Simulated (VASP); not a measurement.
# Si8HO16 (a cell with a defect) in VASP: a series of runs

The runs below take Si8HO16 (a cell with a defect) through single point, with PBE.

All numbers are computed with VASP 6.6.1; they aren't measurements. Logs are shortened: lines on timing, memory, paths and dates and some standing lists are left out, and cuts for length are marked.

**1. The cell of the first run**

The cell holds a defect, 25 atoms: a = 5.824 Å, b = 5.824 Å, c = 5.298 Å, α = 90.00°, β = 90.00°, γ = 90.00°.

**2. Single point, PBE**

INCAR reads:

```
SYSTEM = Si8HO16
PREC     = Accurate       ! precision mode
ENCUT    = 520            ! plane-wave cutoff, eV
EDIFF    = 1E-7           ! SCF threshold, eV
ISMEAR   = -1             ! smearing method
SIGMA    = 0.02           ! smearing width, eV
LREAL    = Auto         
LASPH    = .True.         ! aspherical terms in the spheres
NELM     = 80             ! most SCF steps
ALGO     = Normal         ! electronic algorithm
ISIF     = 2              ! what is computed and relaxed
LWAVE    = .False.        ! write WAVECAR
LCHARG   = .False.        ! write CHGCAR
GGA      = PE             ! functional
NELECT   = 128.0        
NBANDS   = 82             ! bands
```

KPOINTS reads:

```
regular mesh
0
Gamma
  2 2 2
  0 0 0
```

POSCAR reads:

```
Si8HO16
1.0
   -4.1180000000     -4.1180000000      0.0000000000
    4.1180000000     -4.1180000000      0.0000000000
    0.0000000000      0.0000000000      5.2980000000
Si O H
8 16 1
Direct
    0.5200339971      0.5044196212     -0.0115137788
   -0.0073822244      0.5144973288      0.2410532276
    0.4934919864      0.4804759592      0.4924688562
    0.0263113162      0.4988465274      0.7377312193
    0.0056702283     -0.0103326858     -0.0193469234
    0.5083535697     -0.0164157358      0.2583805210
   -0.0218916950     -0.0035818358      0.5075500189
    0.4905293832      0.0214667314      0.7536617592
    0.1873239437      0.4875182127      0.0022838807
   -0.0473288004      0.1912093249      0.2335598339
    0.8163428849      0.5095191841     -0.0213288033
   -0.0131617290      0.8158814959      0.2531898830
    0.2022705197      0.4834507042      0.4875990940
   -0.0171928120      0.1896308888      0.7439222348
    0.8041160758      0.5110126275      0.5064363911
    0.0104055367      0.8054031083      0.7415628539
    0.6877489072      0.0180548810     -0.0073612684
    0.4751335600      0.6802088392      0.2251038128
    0.3032782904      0.0082078679      0.0223480559
    0.5154686741      0.2963331714      0.2474707437
    0.6902865469      0.0008499271      0.5232163080
    0.4739193783      0.7080621661      0.7623631559
    0.3108062166      0.0028897523      0.4974707437
    0.4820179699      0.3098955804      0.7439977350
    0.7844706168      0.2002064109      0.2184409211
```

Potentials or basis: VASP PAW PBE potentials, release 64 (Si, O, H).

The run is started by

```console
$ cat potpaw_PBE.64/Si/POTCAR potpaw_PBE.64/O/POTCAR potpaw_PBE.64/H/POTCAR > POTCAR
$ mpirun -np 1 vasp_std > vasp.out
```

OUTCAR:

```text
SYSTEM = Si8HO16
   PREC = Accurate
   ENCUT = 520
   EDIFF = 1E-7
   ISMEAR = -1
   LREAL = Auto
   LASPH = .True.
   NELM = 80
   ISIF = 2
   GGA = PE
   NELECT = 128.0

 ion  position               nearest neighbor table
   1  0.520  0.504  0.988-  18 1.64  22 1.71  11 1.73  24 1.73  20 1.83   9 1.94   3 2.64   3 2.68
                             2 3.06   8 3.08   6 3.14
   2  0.993  0.514  0.241-   9 1.71  11 1.73  12 1.76  15 1.78  13 1.80  10 1.90   4 2.64   4 2.68
                             1 3.06   5 3.09   7 3.14
   3  0.493  0.480  0.492-  24 1.66  20 1.69  13 1.70  15 1.82  18 1.84  22 1.95   1 2.64   1 2.68
                             8 3.01   4 3.02
   4  0.026  0.499  0.738-  13 1.68   9 1.69  11 1.77  15 1.78  16 1.79  14 1.82   2 2.64   2 2.68
                             3 3.02   5 3.14
   5  0.006  0.990  0.981-  16 1.66  14 1.72  19 1.75  12 1.77  10 1.81  17 1.86   7 2.51   7 2.80
                             8 3.07   2 3.09   4 3.14
   6  0.508  0.984  0.258-  23 1.71  19 1.74  21 1.76  17 1.76  18 1.79  20 1.82   8 2.64   8 2.69
                             7 3.04   1 3.14
   7  0.978  0.996  0.508-  16 1.68  21 1.68  14 1.68  12 1.71  10 1.85  23 1.94   5 2.51   5 2.80
                             6 3.04   8 3.13   2 3.14
   8  0.491  0.021  0.754-  24 1.68  21 1.69  17 1.71  23 1.72  19 1.79  22 1.83   6 2.64   6 2.69
                             3 3.01   5 3.07   1 3.08   7 3.13
   9  0.187  0.488  0.002-   4 1.69   2 1.71   1 1.94
  10  0.953  0.191  0.234-  25 0.98   5 1.81   7 1.85   2 1.90
  11  0.816  0.510  0.979-   1 1.73   2 1.73   4 1.77
  12  0.987  0.816  0.253-   7 1.71   2 1.76   5 1.77
  13  0.202  0.483  0.488-   4 1.68   3 1.70   2 1.80
  14  0.983  0.190  0.744-   7 1.68   5 1.72   4 1.82
  15  0.804  0.511  0.506-   4 1.78   2 1.78   3 1.82
  16  0.010  0.805  0.742-   5 1.66   7 1.68   4 1.79
  17  0.688  0.018  0.993-   8 1.71   6 1.76   5 1.86
  18  0.475  0.680  0.225-   1 1.64   6 1.79   3 1.84
  19  0.303  0.008  0.022-   6 1.74   5 1.75   8 1.79
  20  0.515  0.296  0.247-   3 1.69   6 1.82   1 1.83
  21  0.690  0.001  0.523-   7 1.68   8 1.69   6 1.76
  22  0.474  0.708  0.762-   1 1.71   8 1.83   3 1.95
  23  0.311  0.003  0.497-   6 1.71   8 1.72   7 1.94
  24  0.482  0.310  0.744-   3 1.66   8 1.68   1 1.73
  25  0.784  0.200  0.218-  10 0.98

  LATTYP: Found a simple tetragonal cell.
 ALAT       =     5.8237314499
 C/A-ratio  =     0.9097260143

  Lattice vectors:

 A1 = (  -4.1180000000,  -4.1180000000,   0.0000000000)
 A2 = (   4.1180000000,  -4.1180000000,   0.0000000000)
 A3 = (   0.0000000000,   0.0000000000,   5.2980000000)

Analysis of symmetry for initial positions (statically):
=====================================================================
 Subroutine PRICEL returns:
 Original cell was already a primitive cell.

 Routine SETGRP: Setting up the symmetry group for a
 simple tetragonal supercell.

 Subroutine GETGRP returns: Found  1 space group operations
 (whereof  1 operations were pure point group operations)
 out of a pool of 16 trial point group operations.

The static configuration has the point symmetry C_1 .

Analysis of symmetry for dynamics (positions and initial velocities):
=====================================================================
 Subroutine PRICEL returns:
 Original cell was already a primitive cell.

 Routine SETGRP: Setting up the symmetry group for a
 simple tetragonal supercell.

 Subroutine GETGRP returns: Found  1 space group operations
 (whereof  1 operations were pure point group operations)
 out of a pool of 16 trial point group operations.

The dynamic configuration has the point symmetry C_1 .

 Subroutine INISYM returns: Found  1 space group operations
 (whereof  1 operations are pure point group operations),
 and found     1 'primitive' translations

----------------------------------------------------------------------------------------

                                     Primitive cell

  volume of cell :     179.6862

  direct lattice vectors                    reciprocal lattice vectors
    -4.118000000 -4.118000000  0.000000000    -0.121418164 -0.121418164  0.000000000
     4.118000000 -4.118000000  0.000000000     0.121418164 -0.121418164  0.000000000
     0.000000000  0.000000000  5.298000000     0.000000000  0.000000000  0.188750472

  length of vectors
     5.823731450  5.823731450  5.298000000     0.171711214  0.171711214  0.188750472

  position of ions in fractional coordinates (direct lattice)
     0.520033997  0.504419621  0.988486221
     0.992617776  0.514497329  0.241053228
     0.493491986  0.480475959  0.492468856
     0.026311316  0.498846527  0.737731219
     0.005670228  0.989667314  0.980653077
     0.508353570  0.983584264  0.258380521
[... 17 lines left out ...]
     0.482017970  0.309895580  0.743997735
     0.784470617  0.200206411  0.218440921

  ion indices of the primitive-cell ions
   primitive index   ion index
                 1           1
                 2           2
                 3           3
                 4           4
                 5           5
                 6           6
[... 17 lines left out ...]
                24          24
                25          25

----------------------------------------------------------------------------------------

 KPOINTS: regular mesh

Automatic generation of k-mesh.
 Grid dimensions read from file:
 generate k-points for:    2    2    2

 Generating k-lattice:

  Cartesian coordinates                     Fractional coordinates (reciprocal lattice)
    -0.060709082 -0.060709082  0.000000000     0.500000000  0.000000000  0.000000000
     0.060709082 -0.060709082  0.000000000     0.000000000  0.500000000  0.000000000
     0.000000000  0.000000000  0.094375236     0.000000000  0.000000000  0.500000000

  Length of vectors
     0.085855607  0.085855607  0.094375236

  Shift w.r.t. Gamma in fractional coordinates (k-lattice)
     0.000000000  0.000000000  0.000000000

 Subroutine IBZKPT returns following result:
 ===========================================

 Found      8 irreducible k-points:

 Following reciprocal coordinates:
            Coordinates               Weight
  0.000000  0.000000  0.000000      1.000000
  0.500000  0.000000  0.000000      1.000000
  0.000000  0.500000  0.000000      1.000000
  0.500000  0.500000  0.000000      1.000000
  0.000000  0.000000  0.500000      1.000000
  0.500000  0.000000  0.500000      1.000000
  0.000000  0.500000  0.500000      1.000000
  0.500000  0.500000  0.500000      1.000000
   k-points           NKPTS =      8   k-points in BZ     NKDIM =      8   number of bands    NBANDS=     82
   number of dos      NEDOS =    301   number of ions     NIONS =     25
   total plane-waves  NPLWV =  92160
   dimension x,y,z NGX =    48 NGY =   48 NGZ =   40
   dimension x,y,z NGXF=    96 NGYF=   96 NGZF=   80
   ions per type =               8  16   1
   NGX,Y,Z   is equivalent  to a cutoff of  13.70, 13.70, 12.55 a.u.
   NGXF,Y,Z  is equivalent  to a cutoff of  27.40, 27.40, 25.10 a.u.
 SYSTEM =  Si8HO16
   PREC   = accura    normal or accurate (medium, high low for compatibility)
   ISTART =      0    job   : 0-new  1-cont  2-samecut
   ICHARG =      2    charge: 1-file 2-atom 10-const
   ISPIN  =      1    spin polarized calculation?
   LNONCOLLINEAR =      F non collinear calculations
   LSORBIT =      F    spin-orbit coupling
   LASPH  =      T    aspherical Exc in radial PAW
   ENCUT  =  520.0 eV  38.22 Ry    6.18 a.u.  10.83 10.83  9.85*2*pi/ulx,y,z
   NELM   =     80;   NELMIN=  2; NELMDL= -5     # of ELM steps
   EDIFF  = 0.1E-06   stopping-criterion for ELM
   LREAL  =      T    real-space projection
   EDIFFG = 0.1E-05   stopping-criterion for IOM
   NSW    =      0    number of steps for IOM
   IBRION =     -1    ionic relax: 0-MD 1-quasi-New 2-CG
   NFREE  =      0    steps in history (QN), initial steepest desc. (CG)
   ISIF   =      2    stress and relaxation
   ISYM   =      2    0-nonsym 1-usesym 2-fastsym
   POTIM  = 0.5000    time-step for ionic-motion
   TEBEG  =    0.0;   TEEND  =   0.0 temperature during run
   PSTRESS=    0.0 pullay stress
   NELECT =     128.0000    total number of electrons
   NUPDOWN=      -1.0000    fix difference up-down
   EMIN   =  10.00;   EMAX   =-10.00  energy-range for DOS
   EFERMI =   0.00;   METHOD = LEGACY
   ISMEAR =    -1;   SIGMA  =   0.02  broadening in eV -4-tet -1-fermi 0-gaus
   EFERMI_NEDOS =   21; number of points for ismear=-14 and -15
   IALGO  =     38    algorithm
   IMIX   =      4    mixing-type and parameters
     AMIX     =   0.40;   BMIX     =  1.00
     AMIX_MAG =   1.60;   BMIX_MAG =  1.00
  volume/ion in A,a.u.               =       7.19        48.50
  Fermi-wavevector in a.u.,A,eV,Ry     =   1.462087  2.762944 29.085161  2.137699
  Thomas-Fermi vector in A             =   2.578342
   LORBIT       =      0    0 simple, 1 ext, 2 COOP (PROOUT), +10 PAW based schemes
   GGA     = PE    functional components
   LHFCALC =     F    Hartree Fock is set to
   AEXX    =    0.0000 exact exchange contribution
   IVDW    =     0    specifies the selected vdW correction
   LEPSILON=     F    determine dielectric tensor
   LRPA    =     F    only Hartree local field effects (RPA)
 non-spin polarized calculation
  energy-cutoff  :      520.00
  volume of cell :      179.69
 maximum number of plane-waves:      4862
 NGX is ok and might be reduce to    48
   NGX = 21   NGY = 21   NGZ = 19

 number of electron     128.0000001 magnetization

 Free energy of the ion-electron system (eV)
  ---------------------------------------------------
  ext. energy  EPLUGINS =         0.00000000
  ---------------------------------------------------
  free energy    TOTEN  =      -193.75690117 eV

  energy without entropy =     -193.75690117  energy(sigma->0) =     -193.75690117

 E-fermi :   9.1965     XC(G=0): -12.4613

 val. band max:        8.7481938643   @ k =   0.0000   0.0000   0.0000
 cond. band min:      14.7397451494   @ k =   0.0000   0.0000   0.0000
 fundamental gap:      5.9915512851
 Fermi energy:         9.1964621726

 k-point     1 :       0.0000    0.0000    0.0000
  band No.  band energies     occupation
      1     -14.6612      2.00000
      2     -13.0180      2.00000
      3     -12.3376      2.00000
      4     -12.3147      2.00000
      5     -11.4090      2.00000
      6     -11.3167      2.00000
[... 68 lines left out ...]
     75      18.4621      0.00000
     76      19.1623      0.00000

 k-point     2 :       0.5000    0.0000    0.0000
  band No.  band energies     occupation
      1     -14.4087      2.00000
      2     -13.4286      2.00000
      3     -12.5407      2.00000
      4     -11.8513      2.00000
      5     -11.6649      2.00000
      6     -11.3310      2.00000
[... 466 lines left out ...]
 k-point     8 :       0.5000    0.5000    0.5000
  band No.  band energies     occupation
      1     -13.9782      2.00000
      2     -12.8101      2.00000
      3     -12.4773      2.00000
      4     -12.2657      2.00000
      5     -12.1315      2.00000
      6     -12.0397      2.00000
[... 68 lines left out ...]
     75      19.3093      0.00000
     76      19.4402      0.00000
 [bands above 76 left out]

------------------------ aborting loop because EDIFF is reached ----------------------------------------

  FORCE on cell =-STRESS in cart. coord.  units (eV):
  Direction    XX          YY          ZZ          XY          YZ          ZX
  --------------------------------------------------------------------------------------
  -------------------------------------------------------------------------------------
  Total       18.7984043     25.8613082     23.3323044     -2.5277272     -1.5062857      0.7843284
  in kB      167.6165643    230.5931695    208.0432269    -22.5385591    -13.4308443      6.9934886
  external PRESSURE =     202.0843202 kB  Pullay stress =       0.0000000 kB

 VOLUME and BASIS-vectors are now :
 -----------------------------------------------------------------------------
  energy-cutoff  :      520.00
  volume of cell :      179.69
      direct lattice vectors                 reciprocal lattice vectors
    -4.118000000 -4.118000000  0.000000000    -0.121418164 -0.121418164  0.000000000
     4.118000000 -4.118000000  0.000000000     0.121418164 -0.121418164  0.000000000
     0.000000000  0.000000000  5.298000000     0.000000000  0.000000000  0.188750472

 POSITION                                       TOTAL-FORCE (eV/Angst)
 -----------------------------------------------------------------------------------
     -0.06430     -4.21870      5.23700         1.335294      1.209122     -0.666671
     -1.96890     -6.20630      1.27710        -0.143699     -1.034428      0.317999
     -0.05360     -4.01080      2.60910         1.828434     -3.407239     -0.251956
      1.94590     -2.16260      3.90850         1.350478      1.895640      1.127432
      4.05210     -4.09880      5.19550        -0.010486     -0.538394      1.768201
      1.95700     -6.14380      1.36890         1.445482      2.260674     -0.796925
[... 17 lines left out ...]
     -0.70880     -3.26110      3.94170        -0.691258     -0.807690      1.130091
     -2.40600     -4.05490      1.15730         1.222438     -0.034790     -0.131878
 -----------------------------------------------------------------------------------
    total drift:                                0.010234      0.004653      0.017671

  FREE ENERGIE OF THE ION-ELECTRON SYSTEM (eV)
  ---------------------------------------------------
  free  energy   TOTEN  =      -193.7569011737 eV

  energy  without entropy=     -193.7569011736  energy(sigma->0) =     -193.75690117
```

Wall time 7.8 min (1 thread of AMD EPYC 7R13, shared host); peak memory 0.29 GiB.

What came out:

- Free energy: -193.7569 eV
- Largest force: 4.805 eV/Å

Forces in eV/Å, atoms in the order of the input:
```
Si   1.335  1.209 -0.667
Si  -0.144 -1.034  0.318
Si   1.828 -3.407 -0.252
Si   1.350  1.896  1.127
Si  -0.010 -0.538  1.768
Si   1.445  2.261 -0.797
Si  -2.073 -1.839 -1.060
Si  -1.253  3.295  1.283
O   -1.244 -0.912  0.016
O   -0.279 -2.691  1.695
O    1.488  1.522  1.098
O   -1.139  0.847 -0.806
O    1.558  1.259 -0.897
O   -0.110 -1.999 -0.033
O   -0.393  0.186 -1.380
O   -1.352  1.043  0.256
O   -2.158  0.496  0.656
O    0.053 -3.034  3.726
O    1.619  0.742 -1.779
O   -0.631 -0.519 -0.504
O   -0.647  0.423 -2.606
O   -1.743  0.213 -1.873
O    1.969  1.425 -0.289
O   -0.691 -0.808  1.130
H    1.222 -0.035 -0.132
```

Caveat: the k points lie up to 0.59 Å⁻¹ apart; the cell carries a net charge on a neutralising background, which shifts energy and pressure; the cell is charged against a uniform background, so pressure and absolute levels hang on convention.

[end of part 1 of 3]
